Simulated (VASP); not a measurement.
# Si4Ru (P4/mmm) in VASP: further runs

The runs below take Si4Ru through relaxation of cell and atoms, relaxation of shape and atoms at fixed volume, with PBE.

Program: VASP 6.6.1. These are calculated values, not measurements. Logs are shortened: lines on timing, memory, paths and dates and some standing lists are left out, and cuts for length are marked.

## 1. The cell of the first run

The structure is tetragonal, space group P4/mmm (No. 123). The conventional cell has a = 5.291 Å, b = 5.291 Å, c = 2.787 Å, α = 90.00°, β = 90.00°, γ = 90.00°. Within 3.2 Å of Si (site symmetry m2m) lie 6 Si at 2.39 to 2.90 Å and 2 Ru at 2.48 Å. Within 3.3 Å of Ru (site symmetry 4/mmm) lie 8 Si at 2.48 Å and 2 Ru at 2.79 Å.

## 2. Relaxation of cell and atoms, PBE

The input, INCAR:

```
  PREC = Accurate
  ENCUT = 600
  EDIFF = 1E-7
  ISMEAR = 0
  SIGMA = 0.1
  LREAL = F
  LASPH = T
  NELM = 60
  ALGO = Normal
  ISIF = 3
  LWAVE = F
  LCHARG = F
  GGA = PE
  IBRION = 2
  NSW = 100
  EDIFFG = -0.01
```

The input, KPOINTS:

```
Automatic mesh
0
Gamma
  6 6 12
```

The input, POSCAR:

```
Si4Ru
1.0
    5.2909828967      0.0000000000      0.0000000000
    0.0000000000      5.2909828967      0.0000000000
    0.0000000000      0.0000000000      2.7873804975
Si Ru
4 1
Direct
    0.2739287447      0.7260712553      0.5000000000
    0.7260712553      0.2739287447      0.5000000000
    0.2739287447      0.2739287447      0.5000000000
    0.7260712553      0.7260712553      0.5000000000
    0.0000000000      0.0000000000      0.0000000000
```

Potentials or basis: VASP PAW PBE potentials, release 64 (Si, Ru_pv).

Launch:

```
> cat potpaw_PBE.64/Si/POTCAR potpaw_PBE.64/Ru_pv/POTCAR > POTCAR
> mpirun -np 1 vasp_std > vasp.out
```

OUTCAR:

```text
PREC = Accurate
   ENCUT = 600
   EDIFF = 1E-7
   ISMEAR = 0
   LREAL = F
   LASPH = T
   NELM = 60
   ISIF = 3
   GGA = PE
   IBRION = 2
   NSW = 100
   EDIFFG = -0.01

 ion  position               nearest neighbor table
   1  0.274  0.726  0.500-   3 2.39   4 2.39   5 2.48   5 2.48   3 2.90   4 2.90
   2  0.726  0.274  0.500-   3 2.39   4 2.39   5 2.48   5 2.48   3 2.90   4 2.90
   3  0.274  0.274  0.500-   1 2.39   2 2.39   5 2.48   5 2.48   1 2.90   2 2.90
   4  0.726  0.726  0.500-   1 2.39   2 2.39   5 2.48   5 2.48   1 2.90   2 2.90
   5  0.000  0.000  0.000-   1 2.48   2 2.48   3 2.48   4 2.48   1 2.48   2 2.48   3 2.48   4 2.48

  LATTYP: Found a simple tetragonal cell.
 ALAT       =     5.2909828967
 C/A-ratio  =     0.5268171438

  Lattice vectors:

 A1 = (   5.2909828967,   0.0000000000,   0.0000000000)
 A2 = (   0.0000000000,   5.2909828967,   0.0000000000)
 A3 = (   0.0000000000,   0.0000000000,   2.7873804975)

Analysis of symmetry for initial positions (statically):
=====================================================================
 Subroutine PRICEL returns:
 Original cell was already a primitive cell.

 Routine SETGRP: Setting up the symmetry group for a
 simple tetragonal supercell.

 Subroutine GETGRP returns: Found 16 space group operations
 (whereof 16 operations were pure point group operations)
 out of a pool of 16 trial point group operations.

The static configuration has the point symmetry D_4h.

Analysis of symmetry for dynamics (positions and initial velocities):
=====================================================================
 Subroutine PRICEL returns:
 Original cell was already a primitive cell.

 Routine SETGRP: Setting up the symmetry group for a
 simple tetragonal supercell.

 Subroutine GETGRP returns: Found 16 space group operations
 (whereof 16 operations were pure point group operations)
 out of a pool of 16 trial point group operations.

The dynamic configuration has the point symmetry D_4h.

 Subroutine INISYM returns: Found 16 space group operations
 (whereof 16 operations are pure point group operations),
 and found     1 'primitive' translations

----------------------------------------------------------------------------------------

                                     Primitive cell

  volume of cell :      78.0313

  direct lattice vectors                    reciprocal lattice vectors
     5.290982897  0.000000000  0.000000000     0.189000800  0.000000000  0.000000000
     0.000000000  5.290982897  0.000000000     0.000000000  0.189000800  0.000000000
[... 97 lines left out ...]
   ISIF   =      3    stress and relaxation
   ISYM   =      2    0-nonsym 1-usesym 2-fastsym
   POTIM  = 0.5000    time-step for ionic-motion
   TEBEG  =    0.0;   TEEND  =   0.0 temperature during run
   PSTRESS=    0.0 pullay stress
   NELECT =      30.0000    total number of electrons
   NUPDOWN=      -1.0000    fix difference up-down
   EMIN   =  10.00;   EMAX   =-10.00  energy-range for DOS
   EFERMI =   0.00;   METHOD = LEGACY
   ISMEAR =     0;   SIGMA  =   0.10  broadening in eV -4-tet -1-fermi 0-gaus
   EFERMI_NEDOS =   21; number of points for ismear=-14 and -15
   IALGO  =     38    algorithm
   IMIX   =      4    mixing-type and parameters
     AMIX     =   0.40;   BMIX     =  1.00
     AMIX_MAG =   1.60;   BMIX_MAG =  1.00
  volume/ion in A,a.u.               =      15.61       105.32
  Fermi-wavevector in a.u.,A,eV,Ry     =   1.190398  2.249526 19.280107  1.417048
  Thomas-Fermi vector in A             =   2.326484
   LORBIT       =      0    0 simple, 1 ext, 2 COOP (PROOUT), +10 PAW based schemes
   GGA     = PE    functional components
   LHFCALC =     F    Hartree Fock is set to
   AEXX    =    0.0000 exact exchange contribution
   IVDW    =     0    specifies the selected vdW correction
   LEPSILON=     F    determine dielectric tensor
   LRPA    =     F    only Hartree local field effects (RPA)
 conjugate gradient relaxation of ions
 non-spin polarized calculation
 Gauss-broadening in eV      SIGMA  =   0.10
  energy-cutoff  :      600.00
  volume of cell :       78.03
 maximum number of plane-waves:      2627
   NGX = 21   NGY = 21   NGZ = 11

--------------------------------------- Ionic step        1  -------------------------------------------

 number of electron      30.0000000 magnetization

 Free energy of the ion-electron system (eV)
  ---------------------------------------------------
  ext. energy  EPLUGINS =         0.00000000
  ---------------------------------------------------
  free energy    TOTEN  =       -31.93306181 eV

  energy without entropy =      -31.92530524  energy(sigma->0) =      -31.92918353

------------------------ aborting loop because EDIFF is reached ----------------------------------------

  FORCE on cell =-STRESS in cart. coord.  units (eV):
  Direction    XX          YY          ZZ          XY          YZ          ZX
  --------------------------------------------------------------------------------------
  -------------------------------------------------------------------------------------
  Total        0.0307381      0.0307381      0.0883071      0.0000000      0.0000000      0.0000000
  in kB        0.6311288      0.6311288      1.8131642      0.0000000      0.0000000      0.0000000
  external PRESSURE =       1.0251406 kB  Pullay stress =       0.0000000 kB
[... 65 lines left out ...]
--------------------------------------- Ionic step        3  -------------------------------------------

 number of electron      30.0000000 magnetization

 Free energy of the ion-electron system (eV)
  ---------------------------------------------------
  ext. energy  EPLUGINS =         0.00000000
  ---------------------------------------------------
  free energy    TOTEN  =       -31.93325727 eV

  energy without entropy =      -31.92555903  energy(sigma->0) =      -31.92940815

 E-fermi :   8.9282     XC(G=0): -11.1390

 val. band max:        8.9254989006   @ k =   0.5000   0.3333   0.1667
 cond. band min:       8.9381312254   @ k =   0.1667   0.1667   0.3333
 fundamental gap:      0.0126323248
 Fermi energy:         8.9281516530

 k-point     1 :       0.0000    0.0000    0.0000
  band No.  band energies     occupation
      1     -33.6755      2.00000
      2     -33.6686      2.00000
      3     -33.6686      2.00000
      4      -3.5918      2.00000
      5       0.7412      2.00000
      6       0.7412      2.00000
[... 505 lines left out ...]
      6       1.3750      2.00000
[... 11 lines left out ...]
     18      12.2254      0.00000
     19      13.1697      0.00000

 [... further k-points ...]
[... 5 lines left out ...]
  --------------------------------------------------------------------------------------
  -------------------------------------------------------------------------------------
  Total       -0.0453506     -0.0453506      0.0139456      0.0000000      0.0000000      0.0000000
  in kB       -0.9300010     -0.9300010      0.2859808      0.0000000      0.0000000      0.0000000
  external PRESSURE =      -0.5246737 kB  Pullay stress =       0.0000000 kB
[... 20 lines left out ...]
  FREE ENERGIE OF THE ION-ELECTRON SYSTEM (eV)
  ---------------------------------------------------
  free  energy   TOTEN  =       -31.9332572670 eV

  energy  without entropy=      -31.9255590331  energy(sigma->0) =      -31.92940815

 reached required accuracy - stopping structural energy minimisation
```

CONTCAR:

```text
Si4Ru
   1.00000000000000
     5.2923354444310409    0.0000000000000000    0.0000000000000000
     0.0000000000000000    5.2923354444310409    0.0000000000000000
     0.0000000000000000    0.0000000000000000    2.7894275624605611
  Si              Ru
     4     1
Direct
     0.2736876478794212    0.7263123521205788    0.5000000000000000
     0.7263123521205788    0.2736876478794212    0.5000000000000000
     0.2736876478794212    0.2736876478794212    0.5000000000000000
     0.7263123521205788    0.7263123521205788    0.5000000000000000
     0.0000000000000000    0.0000000000000000    0.0000000000000000

  0.00000000E+00  0.00000000E+00  0.00000000E+00
  0.00000000E+00  0.00000000E+00  0.00000000E+00
  0.00000000E+00  0.00000000E+00  0.00000000E+00
  0.00000000E+00  0.00000000E+00  0.00000000E+00
  0.00000000E+00  0.00000000E+00  0.00000000E+00
```

Run time: 4.2 min. Hardware: 1 thread of Intel Xeon Platinum 8488C (Sapphire Rapids), shared host; peak memory 0.27 GiB.

Results:

```yaml
Free_energy: -31.9333 eV
Relaxed_volume: 15.63 Å³/atom
Relaxed_cell: a = 5.292 Å, b = 5.292 Å, c = 2.789 Å, α = 90.00°, β = 90.00°, γ = 90.00°
Space_group_after_relaxing_to_0.05_Å: P4/mmm (No. 123)
Energy_gained_by_relaxing: 0.0 meV/atom
Ionic_steps: 3
Pressure_after_relaxing: -0.1 GPa
Band_gap_on_the_k_mesh: zero (band 15 reaches 9.54 eV, above the bottom of band 16 at 8.44 eV)
```

Forces in eV/Å, atoms in the order of the input:
```
Si  -0.002  0.002  0.000
Si   0.002 -0.002  0.000
Si  -0.002 -0.002  0.000
Si   0.002  0.002  0.000
Ru   0.000  0.000  0.000
```

Step by step:
| step | energy change (eV) | largest force (eV/Å) | pressure (GPa) | volume (Å³) |
| --- | --- | --- | --- | --- |
| 1 | 0.0000 | 0.0434 | 0.10 | 78.03 |
| 2 | -0.0002 | 0.0045 | -0.08 | 78.14 |
| 3 | -0.0002 | 0.0021 | -0.05 | 78.13 |

Final structure:
```cif
data_structure
_symmetry_space_group_name_H-M 'P 1'
_symmetry_Int_Tables_number 1
_cell_length_a 5.2923
_cell_length_b 5.2923
_cell_length_c 2.7894
_cell_angle_alpha 90.000
_cell_angle_beta 90.000
_cell_angle_gamma 90.000
_cell_volume 78.13
loop_
_atom_site_label
_atom_site_type_symbol
_atom_site_fract_x
_atom_site_fract_y
_atom_site_fract_z
_atom_site_occupancy
Si1 Si 0.27369 0.72631 0.50000 1
Si2 Si 0.72631 0.27369 0.50000 1
Si3 Si 0.27369 0.27369 0.50000 1
Si4 Si 0.72631 0.72631 0.50000 1
Ru1 Ru 0.00000 0.00000 0.00000 1
```

Levels at points of the mesh, in eV from the Fermi level:
```csv
k point,band 11,band 12,band 13,band 14,band 15,band 16,band 17,band 18,band 19
"(0.00, 0.00, 0.00)",-2.63,-2.63,-1.33,-1.33,-0.69,1.63,2.85,4.60,6.55
"(0.50, 0.00, 0.00)",-2.61,-1.76,-1.47,-1.37,-1.32,2.44,3.44,5.03,5.86
"(0.50, 0.50, 0.00)",-1.36,-1.36,-1.03,-0.53,-0.53,1.33,1.33,3.42,4.08
"(0.00, 0.00, 0.50)",-2.69,-2.69,-2.61,-2.61,-2.24,-0.26,0.44,3.34,3.70
"(0.50, 0.00, 0.50)",-3.95,-1.90,-1.90,-1.11,-0.79,1.05,1.15,2.52,2.67
"(0.50, 0.50, 0.50)",-3.56,-2.81,-2.81,-1.71,-1.10,1.15,2.11,2.49,3.12
```

## 3. Relaxation of shape and atoms at fixed volume, PBE (volume scaled by 1.10)

The input, INCAR:

```
ALGO = Normal
EDIFF = 1E-6
EDIFFG = -0.01
ENCUT = 600
GGA = PE
IBRION = 2
ISIF = 4
ISMEAR = 0
LASPH = True
LCHARG = False
LREAL = False
LWAVE = False
NELM = 100
NSW = 50
PREC = Accurate
SIGMA = 0.1
```

The input, KPOINTS:

```
k-points
0
Gamma
  6 6 12
```

The input, POSCAR:

```
Si4Ru
1.0
    5.4529834567      0.0000000000      0.0000000000
    0.0000000000      5.4529834567      0.0000000000
    0.0000000000      0.0000000000      2.8903357682
Si Ru
4 1
Direct
    0.2728283974      0.7271716026      0.5000000000
    0.7271716026      0.2728283974      0.5000000000
    0.2728283974      0.2728283974      0.5000000000
    0.7271716026      0.7271716026      0.5000000000
    0.0000000000      0.0000000000      0.0000000000
```

Potentials or basis: VASP PAW PBE potentials, release 64 (Si, Ru_pv).

Launch:

```
> cat potpaw_PBE.64/Si/POTCAR potpaw_PBE.64/Ru_pv/POTCAR > POTCAR
> mpirun -np 1 vasp_std > vasp.out
```

OUTCAR:

```text
EDIFF = 1E-6
   EDIFFG = -0.01
   ENCUT = 600
   GGA = PE
   IBRION = 2
   ISIF = 4
   ISMEAR = 0
   LASPH = True
   LREAL = False
   NELM = 100
   NSW = 50
   PREC = Accurate

 ion  position               nearest neighbor table
   1  0.273  0.727  0.500-   3 2.48   4 2.48   5 2.55   5 2.55   3 2.98   4 2.98
   2  0.727  0.273  0.500-   3 2.48   4 2.48   5 2.55   5 2.55   3 2.98   4 2.98
   3  0.273  0.273  0.500-   1 2.48   2 2.48   5 2.55   5 2.55   1 2.98   2 2.98
   4  0.727  0.727  0.500-   1 2.48   2 2.48   5 2.55   5 2.55   1 2.98   2 2.98
   5  0.000  0.000  0.000-   1 2.55   2 2.55   3 2.55   4 2.55   1 2.55   2 2.55   3 2.55   4 2.55

  LATTYP: Found a simple tetragonal cell.
 ALAT       =     5.4529834567
 C/A-ratio  =     0.5300466783

  Lattice vectors:

 A1 = (   5.4529834567,   0.0000000000,   0.0000000000)
 A2 = (   0.0000000000,   5.4529834567,   0.0000000000)
 A3 = (   0.0000000000,   0.0000000000,   2.8903357682)

Analysis of symmetry for initial positions (statically):
=====================================================================
 Subroutine PRICEL returns:
 Original cell was already a primitive cell.

 Routine SETGRP: Setting up the symmetry group for a
 simple tetragonal supercell.

 Subroutine GETGRP returns: Found 16 space group operations
 (whereof 16 operations were pure point group operations)
 out of a pool of 16 trial point group operations.

[... 178 lines left out ...]
  Total       -6.2387011     -6.2387011     -5.9950572      0.0000000      0.0000000      0.0000000
  in kB     -116.3022459   -116.3022459   -111.7602225      0.0000000      0.0000000      0.0000000
  external PRESSURE =    -114.7882381 kB  Pullay stress =       0.0000000 kB
[... 65 lines left out ...]
--------------------------------------- Ionic step        3  -------------------------------------------

 number of electron      30.0000002 magnetization

 Free energy of the ion-electron system (eV)
  ---------------------------------------------------
  ext. energy  EPLUGINS =         0.00000000
  ---------------------------------------------------
  free energy    TOTEN  =       -31.62791892 eV

  energy without entropy =      -31.61987213  energy(sigma->0) =      -31.62389552

 E-fermi :   7.7839     XC(G=0): -10.7232

 val. band max:        7.7526329637   @ k =   0.3333   0.3333   0.5000
 cond. band min:       7.7875495714   @ k =   0.5000   0.5000   0.0833
 fundamental gap:      0.0349166077
 Fermi energy:         7.7839483596

 k-point     1 :       0.0000    0.0000    0.0000
  band No.  band energies     occupation
      1     -34.8306      2.00000
      2     -34.7264      2.00000
      3     -34.7264      2.00000
      4      -4.0548      2.00000
      5      -0.1133      2.00000
      6      -0.1133      2.00000
[... 505 lines left out ...]
      6       0.5789      2.00000
[... 11 lines left out ...]
     18      10.6215      0.00000
     19      11.7176      0.00000

 [... further k-points ...]

------------------------ aborting loop because EDIFF is reached ----------------------------------------

  FORCE on cell =-STRESS in cart. coord.  units (eV):
  Direction    XX          YY          ZZ          XY          YZ          ZX
  --------------------------------------------------------------------------------------
  -------------------------------------------------------------------------------------
  Total       -6.1267783     -6.1267783     -6.0799851      0.0000000     -0.0000000      0.0000000
  in kB     -114.2157740   -114.2157740   -113.3434526      0.0000000     -0.0000000      0.0000000
  external PRESSURE =    -113.9250002 kB  Pullay stress =       0.0000000 kB
[... 20 lines left out ...]
  FREE ENERGIE OF THE ION-ELECTRON SYSTEM (eV)
  ---------------------------------------------------
  free  energy   TOTEN  =       -31.6279189216 eV

  energy  without entropy=      -31.6198721261  energy(sigma->0) =      -31.62389552

 reached required accuracy - stopping structural energy minimisation
```

CONTCAR:

```text
Si4Ru
   1.00000000000000
     5.4467839309968822    0.0000000000000000    0.0000000000000000
     0.0000000000000000    5.4467839309968822    0.0000000000000000
     0.0000000000000000    0.0000000000000000    2.8969190689679021
  Si              Ru
     4     1
Direct
     0.2721541533919666    0.7278458466080334    0.5000000000000000
     0.7278458466080334    0.2721541533919666    0.5000000000000000
     0.2721541533919666    0.2721541533919666    0.5000000000000000
     0.7278458466080334    0.7278458466080334    0.5000000000000000
     0.0000000000000000    0.0000000000000000    0.0000000000000000

  0.00000000E+00  0.00000000E+00  0.00000000E+00
  0.00000000E+00  0.00000000E+00  0.00000000E+00
  0.00000000E+00  0.00000000E+00  0.00000000E+00
  0.00000000E+00  0.00000000E+00  0.00000000E+00
  0.00000000E+00  0.00000000E+00  0.00000000E+00
```

Wall time 3.7 min (1 thread of Intel Xeon Platinum 8488C (Sapphire Rapids), shared host); peak memory 0.31 GiB.

What came out:

```yaml
Free_energy: -31.6279 eV
Energy_gained_by_relaxing: 0.2 meV/atom
Ionic_steps: 3
Pressure_after_relaxing: -11.4 GPa
Largest_force_after_relaxing: 0.008 eV/Å
Band_gap_on_the_k_mesh: zero (band 15 reaches 8.31 eV, above the bottom of band 16 at 7.38 eV)
```

Forces in eV/Å, atoms in the order of the input:
```
Si   0.006 -0.006  0.000
Si  -0.006  0.006  0.000
Si   0.006  0.006  0.000
Si  -0.006 -0.006  0.000
Ru   0.000  0.000  0.000
```

Stress tensor (GPa, compression positive):
```
-11.42   0.00   0.00
  0.00 -11.42   0.00
  0.00   0.00 -11.33
```

Step by step:
| step | energy change (eV) | largest force (eV/Å) | pressure (GPa) | volume (Å³) |
| --- | --- | --- | --- | --- |
| 1 | 0.0000 | 0.0742 | -11.48 | 85.94 |
| 2 | -0.0009 | 0.0177 | -11.44 | 85.94 |
| 3 | -0.0010 | 0.0078 | -11.39 | 85.94 |

Final structure:
```cif
data_structure
_symmetry_space_group_name_H-M 'P 1'
_symmetry_Int_Tables_number 1
_cell_length_a 5.4468
_cell_length_b 5.4468
_cell_length_c 2.8969
_cell_angle_alpha 90.000
_cell_angle_beta 90.000
_cell_angle_gamma 90.000
_cell_volume 85.94
loop_
_atom_site_label
_atom_site_type_symbol
_atom_site_fract_x
_atom_site_fract_y
_atom_site_fract_z
_atom_site_occupancy
Si1 Si 0.27215 0.72785 0.50000 1
Si2 Si 0.72785 0.27215 0.50000 1
Si3 Si 0.27215 0.27215 0.50000 1
Si4 Si 0.72785 0.72785 0.50000 1
Ru1 Ru 0.00000 0.00000 0.00000 1
```

Caveat: the cell differs from its parent crystal (volume scaled by 1.10).
